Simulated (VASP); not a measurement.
# GdN (P-6m2) in VASP: single point with r2SCAN+U

Aim: the single point of GdN with r2SCAN+U.

All numbers are computed with VASP 6.6.1; they aren't measurements. Logs are shortened: lines on timing, memory, paths and dates and some standing lists are left out, and cuts for length are marked.

## 1. The cell of the first run

The structure is hexagonal, space group P-6m2 (No. 187). Conventional cell: a = 3.387 Å, b = 3.387 Å, c = 3.080 Å, α = 90.00°, β = 90.00°, γ = 120.00°. Within 3.3 Å of Gd (site symmetry -6m2) lie 6 N at 2.49 Å and 2 Gd at 3.08 Å. Within 3.3 Å of N (site symmetry -6m2) lie 6 Gd at 2.49 Å and 2 N at 3.08 Å.

## 2. Single point, r2SCAN+U, collinear spin, ferromagnetic start

Input file POSCAR:

```
GdN
1.0
    3.3867809642      0.0000000000      0.0000000000
   -1.6933904821      2.9330383520      0.0000000000
    0.0000000000      0.0000000000      3.0801088260
Gd N
1 1
Direct
    0.0000000000      0.0000000000      0.0000000000
    0.6666666667      0.3333333333      0.5000000000
```

Input file INCAR.step1:

```
SYSTEM = GdN
PREC = Accurate
ENCUT = 520
ISMEAR = 0
SIGMA = 0.05
LREAL = .False.
LASPH = .True.
NELM = 150
ISPIN = 2
MAGMOM = 7 0
LMAXMIX = 6
LDAU = .True.
LDAUTYPE = 2
LDAUL = 3 -1
LDAUU = 4 0
LDAUJ = 0 0
NBANDS = 22
GGA = PE
ALGO = Normal
EDIFF = 1E-4
LWAVE = .True.
LCHARG = .False.
```

Input file INCAR.step2:

```
SYSTEM = GdN
PREC = Accurate
ENCUT = 520
EDIFF = 1E-6
ISMEAR = 0
SIGMA = 0.05
LREAL = .False.
LASPH = .True.
NELM = 150
ALGO = Normal
ISIF = 2
LWAVE = .False.
LCHARG = .False.
ISPIN = 2
MAGMOM = 7 0
LORBIT = 11
LMAXMIX = 6
LDAU = .True.
LDAUTYPE = 2
LDAUL = 3 -1
LDAUU = 4 0
LDAUJ = 0 0
LDAUPRINT = 1
METAGGA = R2SCAN
LMIXTAU = .True.
NBANDS = 22
ISTART = 1
```

Input file KPOINTS:

```
Automatic mesh
0
Gamma
  12 12 12
  0 0 0
```

Potentials or basis: VASP PAW PBE potentials, release 64 (Gd, N).

Started as:

```console
$ cat potpaw_PBE.64/Gd/POTCAR potpaw_PBE.64/N/POTCAR > POTCAR
$ cp INCAR.step1 INCAR
$ mpirun -np 1 vasp_std > vasp.out
$ cp INCAR.step2 INCAR
$ mpirun -np 1 vasp_std > vasp.out
```

OUTCAR:

```text
SYSTEM = GdN
   PREC = Accurate
   ENCUT = 520
   EDIFF = 1E-6
   ISMEAR = 0
   LREAL = .False.
   LASPH = .True.
   NELM = 150
   ISIF = 2
   ISPIN = 2
   LORBIT = 11
   METAGGA = R2SCAN
   ISTART = 1

 ion  position               nearest neighbor table
   1  0.000  0.000  0.000-   2 2.49   2 2.49   2 2.49   2 2.49   2 2.49   2 2.49
   2  0.667  0.333  0.500-   1 2.49   1 2.49   1 2.49   1 2.49   1 2.49   1 2.49

  LATTYP: Found a hexagonal cell.
 ALAT       =     3.3867809642
 C/A-ratio  =     0.9094502593

  Lattice vectors:

 A1 = (   3.3867809642,   0.0000000000,   0.0000000000)
 A2 = (  -1.6933904821,   2.9330383520,   0.0000000000)
 A3 = (   0.0000000000,   0.0000000000,   3.0801088260)

Analysis of symmetry for initial positions (statically):
=====================================================================
 Subroutine PRICEL returns:
 Original cell was already a primitive cell.

 Routine SETGRP: Setting up the symmetry group for a
 hexagonal supercell.

 Subroutine GETGRP returns: Found 12 space group operations
 (whereof 12 operations were pure point group operations)
 out of a pool of 24 trial point group operations.

The static configuration has the point symmetry D_3h.

Analysis of symmetry for dynamics (positions and initial velocities):
=====================================================================
 Subroutine PRICEL returns:
 Original cell was already a primitive cell.

 Routine SETGRP: Setting up the symmetry group for a
 hexagonal supercell.

 Subroutine GETGRP returns: Found 12 space group operations
 (whereof 12 operations were pure point group operations)
 out of a pool of 24 trial point group operations.

The dynamic configuration has the point symmetry D_3h.

Analysis of structural, dynamic, and magnetic symmetry:
=====================================================================
 Subroutine PRICEL returns:
 Original cell was already a primitive cell.

 Routine SETGRP: Setting up the symmetry group for a
 hexagonal supercell.

 Subroutine GETGRP returns: Found 12 space group operations
 (whereof 12 operations were pure point group operations)
 out of a pool of 24 trial point group operations.

The overall configuration has the point symmetry D_3h.

 Subroutine INISYM returns: Found 12 space group operations
 (whereof 12 operations are pure point group operations),
 and found     1 'primitive' translations

----------------------------------------------------------------------------------------

                                     Primitive cell

  volume of cell :      30.5964

  direct lattice vectors                    reciprocal lattice vectors
     3.386780964  0.000000000  0.000000000     0.295265626  0.170471688  0.000000000
    -1.693390482  2.933038352  0.000000000     0.000000000  0.340943377  0.000000000
     0.000000000  0.000000000  3.080108826     0.000000000  0.000000000  0.324663853

  length of vectors
     3.386780964  3.386780964  3.080108826     0.340943377  0.340943377  0.324663853

  position of ions in fractional coordinates (direct lattice)
     0.000000000  0.000000000  0.000000000
     0.666666667  0.333333333  0.500000000

  ion indices of the primitive-cell ions
   primitive index   ion index
                 1           1
                 2           2

----------------------------------------------------------------------------------------

 KPOINTS: Automatic mesh

Automatic generation of k-mesh.
 Grid dimensions read from file:
 generate k-points for:   12   12   12

 Generating k-lattice:
[... 63 lines left out ...]
   LREAL  =      F    real-space projection
   EDIFFG = 0.1E-04   stopping-criterion for IOM
   NSW    =      0    number of steps for IOM
   IBRION =     -1    ionic relax: 0-MD 1-quasi-New 2-CG
   NFREE  =      0    steps in history (QN), initial steepest desc. (CG)
   ISIF   =      2    stress and relaxation
   ISYM   =      2    0-nonsym 1-usesym 2-fastsym
   POTIM  = 0.5000    time-step for ionic-motion
   TEBEG  =    0.0;   TEEND  =   0.0 temperature during run
   PSTRESS=    0.0 pullay stress
   NELECT =      23.0000    total number of electrons
   NUPDOWN=      -1.0000    fix difference up-down
   EMIN   =  10.00;   EMAX   =-10.00  energy-range for DOS
   EFERMI =   0.00;   METHOD = LEGACY
   ISMEAR =     0;   SIGMA  =   0.05  broadening in eV -4-tet -1-fermi 0-gaus
   EFERMI_NEDOS =   21; number of points for ismear=-14 and -15
   IALGO  =     38    algorithm
   IMIX   =      4    mixing-type and parameters
     AMIX     =   0.40;   BMIX     =  1.00
     AMIX_MAG =   1.60;   BMIX_MAG =  1.00
  volume/ion in A,a.u.               =      15.30       103.24
  Fermi-wavevector in a.u.,A,eV,Ry     =   1.488540  2.812932 30.147122  2.215751
  Thomas-Fermi vector in A             =   2.601562
   LORBIT       =     11    0 simple, 1 ext, 2 COOP (PROOUT), +10 PAW based schemes
 LDA+U is selected, type is set to LDAUTYPE =  2
   angular momentum for each species LDAUL =     3   -1
   U (eV)           for each species LDAUU =   4.0  0.0
   J (eV)           for each species LDAUJ =   0.0  0.0
   METAGGA = R2SCAN    functional components
   LHFCALC =     F    Hartree Fock is set to
   AEXX    =    0.0000 exact exchange contribution
   IVDW    =     0    specifies the selected vdW correction
   LEPSILON=     F    determine dielectric tensor
   LRPA    =     F    only Hartree local field effects (RPA)
 spin polarized calculation
 Gauss-broadening in eV      SIGMA  =   0.05
  energy-cutoff  :      520.00
  volume of cell :       30.60
 maximum number of plane-waves:       851
 NGX is ok and might be reduce to    28
   NGX = 13   NGY = 13   NGZ = 11

atom =   1  type =  1  l = 3

 onsite density matrix

spin component  1

  0.9895 -0.0000 -0.0000 -0.0000  0.0000  0.0000 -0.0000
 -0.0000  0.9938 -0.0000  0.0000 -0.0000 -0.0000  0.0000
 -0.0000 -0.0000  0.9914 -0.0000 -0.0000 -0.0000 -0.0000
 -0.0000  0.0000 -0.0000  0.9896  0.0000 -0.0000 -0.0000
  0.0000 -0.0000 -0.0000  0.0000  0.9914  0.0000 -0.0000
  0.0000 -0.0000 -0.0000 -0.0000  0.0000  0.9938 -0.0000
 -0.0000  0.0000 -0.0000 -0.0000 -0.0000 -0.0000  0.9904

spin component  2

  0.0035  0.0000 -0.0000 -0.0000 -0.0000  0.0000  0.0000
  0.0000  0.0115  0.0000 -0.0000 -0.0000 -0.0000 -0.0000
 -0.0000  0.0000  0.0069 -0.0000 -0.0000  0.0000  0.0000
 -0.0000 -0.0000 -0.0000  0.0057  0.0000 -0.0000  0.0000
 -0.0000 -0.0000 -0.0000  0.0000  0.0069 -0.0000 -0.0000
  0.0000 -0.0000  0.0000 -0.0000 -0.0000  0.0115  0.0000
  0.0000 -0.0000  0.0000  0.0000 -0.0000  0.0000  0.0042

 occupancies and eigenvectors

  o =  0.0035  v =  0.0000  0.0000  0.0000  0.0000  0.0000  0.0000  0.0000  1.0000 -0.0000  0.0000  0.0000  0.0000 -0.0000 -0.0000      0.0000  0.0000  0.0000  0.0000  0.0000  0.0000  0.0000  0.0000  0.0000  0.0000  0.0000  0.0000  0.0000  0.0000
  o =  0.0042  v =  0.0000  0.0000  0.0000  0.0000  0.0000  0.0000  0.0000 -0.0000  0.0000 -0.0000  0.0000 -0.0000  0.0000 -1.0000      0.0000  0.0000  0.0000  0.0000  0.0000  0.0000  0.0000  0.0000  0.0000  0.0000  0.0000  0.0000  0.0000  0.0000
  o =  0.0057  v =  0.0000  0.0000  0.0000  0.0000  0.0000  0.0000  0.0000  0.0000 -0.0000 -0.0000 -1.0000  0.0000 -0.0000 -0.0000      0.0000  0.0000  0.0000  0.0000  0.0000  0.0000  0.0000  0.0000  0.0000  0.0000  0.0000  0.0000  0.0000  0.0000
  o =  0.0069  v =  0.0000  0.0000  0.0000  0.0000  0.0000  0.0000  0.0000 -0.0000  0.0000  1.0000 -0.0000  0.0001 -0.0000 -0.0000      0.0000  0.0000  0.0000  0.0000  0.0000  0.0000  0.0000  0.0000  0.0000  0.0000  0.0000  0.0000  0.0000  0.0000
  o =  0.0069  v =  0.0000  0.0000  0.0000  0.0000  0.0000  0.0000  0.0000  0.0000  0.0000 -0.0001  0.0000  1.0000  0.0000 -0.0000      0.0000  0.0000  0.0000  0.0000  0.0000  0.0000  0.0000  0.0000  0.0000  0.0000  0.0000  0.0000  0.0000  0.0000
  o =  0.0115  v =  0.0000  0.0000  0.0000  0.0000  0.0000  0.0000  0.0000  0.0000  0.0337 -0.0000 -0.0000  0.0000  0.9994  0.0000      0.0000  0.0000  0.0000  0.0000  0.0000  0.0000  0.0000  0.0000  0.0000  0.0000  0.0000  0.0000  0.0000  0.0000
  o =  0.0115  v =  0.0000  0.0000  0.0000  0.0000  0.0000  0.0000  0.0000  0.0000  0.9994 -0.0000  0.0000 -0.0000 -0.0337 -0.0000      0.0000  0.0000  0.0000  0.0000  0.0000  0.0000  0.0000  0.0000  0.0000  0.0000  0.0000  0.0000  0.0000  0.0000
  o =  0.9895  v =  1.0000  0.0000  0.0000  0.0000 -0.0000 -0.0000  0.0000  0.0000  0.0000  0.0000  0.0000  0.0000  0.0000  0.0000      0.0000  0.0000  0.0000  0.0000  0.0000  0.0000  0.0000  0.0000  0.0000  0.0000  0.0000  0.0000  0.0000  0.0000
  o =  0.9896  v =  0.0000 -0.0000 -0.0000 -1.0000  0.0000 -0.0000  0.0000  0.0000  0.0000  0.0000  0.0000  0.0000  0.0000  0.0000      0.0000  0.0000  0.0000  0.0000  0.0000  0.0000  0.0000  0.0000  0.0000  0.0000  0.0000  0.0000  0.0000  0.0000
  o =  0.9904  v = -0.0000  0.0000  0.0000  0.0000  0.0000 -0.0000  1.0000  0.0000  0.0000  0.0000  0.0000  0.0000  0.0000  0.0000      0.0000  0.0000  0.0000  0.0000  0.0000  0.0000  0.0000  0.0000  0.0000  0.0000  0.0000  0.0000  0.0000  0.0000
  o =  0.9914  v =  0.0000 -0.0000 -1.0000  0.0000 -0.0000 -0.0000  0.0000  0.0000  0.0000  0.0000  0.0000  0.0000  0.0000  0.0000      0.0000  0.0000  0.0000  0.0000  0.0000  0.0000  0.0000  0.0000  0.0000  0.0000  0.0000  0.0000  0.0000  0.0000
  o =  0.9914  v =  0.0000  0.0000 -0.0000  0.0000  1.0000 -0.0000 -0.0000  0.0000  0.0000  0.0000  0.0000  0.0000  0.0000  0.0000      0.0000  0.0000  0.0000  0.0000  0.0000  0.0000  0.0000  0.0000  0.0000  0.0000  0.0000  0.0000  0.0000  0.0000
  o =  0.9938  v =  0.0000 -0.9907  0.0000 -0.0000  0.0000  0.1363  0.0000  0.0000  0.0000  0.0000  0.0000  0.0000  0.0000  0.0000      0.0000  0.0000  0.0000  0.0000  0.0000  0.0000  0.0000  0.0000  0.0000  0.0000  0.0000  0.0000  0.0000  0.0000
  o =  0.9938  v = -0.0000 -0.1363  0.0000  0.0000 -0.0000 -0.9907 -0.0000  0.0000  0.0000  0.0000  0.0000  0.0000  0.0000  0.0000      0.0000  0.0000  0.0000  0.0000  0.0000  0.0000  0.0000  0.0000  0.0000  0.0000  0.0000  0.0000  0.0000  0.0000

 number of electron      23.0000001 magnetization       7.0000006

 Free energy of the ion-electron system (eV)
  ---------------------------------------------------
  ext. energy  EPLUGINS =         0.00000000
  ---------------------------------------------------
  free energy    TOTEN  =       -52.74551801 eV

  energy without entropy =      -52.74542412  energy(sigma->0) =      -52.74547107

 E-fermi :   4.2431     XC(G=0): -12.2812

 val. band max:        4.2314271344   @ k =   0.0833   0.0833   0.0000
 cond. band min:       4.2547653781   @ k =   0.0833   0.0833   0.0000
 fundamental gap:      0.0233382437
 Fermi energy:         4.2430507563

 spin component 1

 k-point     1 :       0.0000    0.0000    0.0000
  band No.  band energies     occupation
      1     -41.8397      1.00000
      2     -18.1380      1.00000
      3     -18.1380      1.00000
      4     -17.8697      1.00000
      5      -9.7978      1.00000
      6      -2.1492      1.00000
[... 1193 lines left out ...]
     21      13.6735      0.00000
     22      19.2909      0.00000

 [... further k-points ...]
[... 5 lines left out ...]
  --------------------------------------------------------------------------------------
  -------------------------------------------------------------------------------------
  Total        0.2157180      0.2157180      0.3022003      0.0000000      0.0000000      0.0000000
  in kB       11.2960373     11.2960373     15.8246641      0.0000000      0.0000000      0.0000000
  external PRESSURE =      12.8055796 kB  Pullay stress =       0.0000000 kB

 VOLUME and BASIS-vectors are now :
 -----------------------------------------------------------------------------
  energy-cutoff  :      520.00
  volume of cell :       30.60
      direct lattice vectors                 reciprocal lattice vectors
     3.386780964  0.000000000  0.000000000     0.295265626  0.170471688  0.000000000
    -1.693390482  2.933038352  0.000000000     0.000000000  0.340943377  0.000000000
     0.000000000  0.000000000  3.080108826     0.000000000  0.000000000  0.324663853

 POSITION                                       TOTAL-FORCE (eV/Angst)
 -----------------------------------------------------------------------------------
      0.00000      0.00000      0.00000        -0.000000     -0.000000      0.000000
      1.69339      0.97768      1.54005         0.000000      0.000000      0.000000
 -----------------------------------------------------------------------------------
    total drift:                               -0.000000      0.000000      0.000000

  FREE ENERGIE OF THE ION-ELECTRON SYSTEM (eV)
  ---------------------------------------------------
  free  energy   TOTEN  =       -52.7455180148 eV

  energy  without entropy=      -52.7454241169  energy(sigma->0) =      -52.74547107

 total charge

# of ion       s       p       d       f       tot
--------------------------------------------------
    1        2.047   5.672   0.564   6.983  15.266
    2        1.249   2.432   0.000   0.000   3.681
--------------------------------------------------
tot          3.297   8.105   0.564   6.983  18.947

 magnetization (x)

# of ion       s       p       d       f       tot
--------------------------------------------------
    1       -0.007  -0.131   0.082   6.885   6.830
    2       -0.011  -0.109   0.000   0.000  -0.119
--------------------------------------------------
tot         -0.018  -0.239   0.082   6.885   6.711
```

Wall time 20 min (1 thread of Oxide Virtual Turin-like, shared host); peak memory 0.26 GiB.

Results:

```
Free energy                                           : -52.7455 eV
Pressure                                              : 1.3 GPa
Band gap on the k mesh                                : 0.02 eV, direct
Net moment                                            : 7.00 μB per cell
Site moments                                          : Gd +6.83; N -0.12 μB
Valence electrons inside the program's atomic spheres : Gd 15.27; N 3.68
```

Eigenvalues of the final occupation matrices:
```
    site  spin  trace                         eigenvalues
site 1 f     1   6.94  0.99 0.99 0.99 0.99 0.99 0.99 0.99
site 1 f     2   0.05  0.00 0.00 0.01 0.01 0.01 0.01 0.01
```

Caveat: the PAW data sets were made with another functional, which shifts forces and pressure a little; spin-orbit coupling is left out, which moves the levels of the heavy elements; a cell with one magnetic atom can't hold antiferromagnetic order, which such compounds often take.
